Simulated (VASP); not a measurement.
W: single point with PBE

The system is W.

```
W
1.0
    -1.61566    1.61566    1.56790
     1.61566   -1.61566    1.56790
     1.61566    1.61566   -1.56790
W
1
Direct
  0.00000 0.00000 0.00000
```

This cell differs from its parent crystal: strain +0.015 along x and y, -0.015 along z.

```json
{
 "Program": "VASP 6.6.1",
 "Task": "single point",
 "Functional": "PBE",
 "Potentials or basis": "VASP PAW PBE potentials, release 64 (W_sv)",
 "Cutoff": "520 eV",
 "k mesh": "26 × 26 × 26",
 "Occupations": "gaussian, width 0.15 eV",
 "Spin": "no spin polarisation"
}
```

* Pressure: -3.7 GPa
* Band gap on the k mesh: zero (bands 7 and 8 overlap by 6.04 eV)

Stress tensor (GPa, compression positive):
```
-6.78  0.00  0.00
 0.00 -6.78  0.00
 0.00  0.00  2.32
```

Levels at points of the mesh, in eV from the Fermi level:
```csv
k point,band 5,band 6,band 7,band 8,band 9,band 10
"(0.00, 0.00, 0.00)",-9.46,-1.43,-1.04,-1.04,1.91,2.43
"(0.50, 0.00, 0.00)",-6.06,-3.54,0.65,2.15,3.17,5.88
"(0.50, 0.50, 0.00)",-6.08,-3.14,0.42,1.72,2.83,5.81
"(0.50, 0.50, 0.50)",-5.62,-5.54,4.90,4.90,5.02,7.72
```

Run time: 3.8 min on 1 thread of AMD EPYC 7R13 Processor (Zen 3), on a shared host, peak memory 0.34 GiB.

Caveat: the cell differs from its parent crystal (strain +0.015 along x and y, -0.015 along z); the stress differs along the axes, from -7 to 2 GPa; spin-orbit coupling is left out, which moves the levels of the heavy elements.
